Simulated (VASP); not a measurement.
The system is MoS2.

```
CELL_PARAMETERS angstrom
3.22746 0.00000 0.00000
-1.61373 2.79507 0.00000
0.00000 0.00000 6.31247
ATOMIC_POSITIONS crystal
Mo 0.00000 0.00000 0.50000
S 0.66667 0.33333 0.74468
S 0.33333 0.66667 0.25532
```

Base run:

| Item | Value |
| --- | --- |
| Program | VASP 6.6.1 |
| Functional | RPBE |
| Potentials or basis | VASP PAW PBE potentials, release 64 (Mo_sv, S) |
| Cutoff | 520 eV |
| k mesh | 9 × 9 × 4 |
| Occupations | fermi-dirac, width 0.05 eV |
| Spin | no spin polarisation |

Its results: band gap on the k mesh zero (bands 13 and 14 overlap by 1.05 eV); pressure 3.4 GPa; largest force 0.342 eV/Å.

Problem. After a change of settings the same cell gave: band gap on the k mesh zero (bands 13 and 14 overlap by 1.03 eV); pressure 1.0 GPa; largest force 0.286 eV/Å. Which change was it?
A. functional from RPBE to PBE; occupations from fermi-dirac, width 0.05 eV to gaussian, width 0.03 eV
B. functional from RPBE to HSE06; k mesh from 9 × 9 × 4 to 5 × 5 × 2
C. functional from RPBE to revPBE

Solution. A.

Caveats: this functional lacks dispersion, which binds the layers, so the pressure and a relaxed spacing across them are unreliable; the cell stands under pressure (at least some runs); the PAW data sets were made with another functional, which shifts forces and pressure a little (at least some runs).
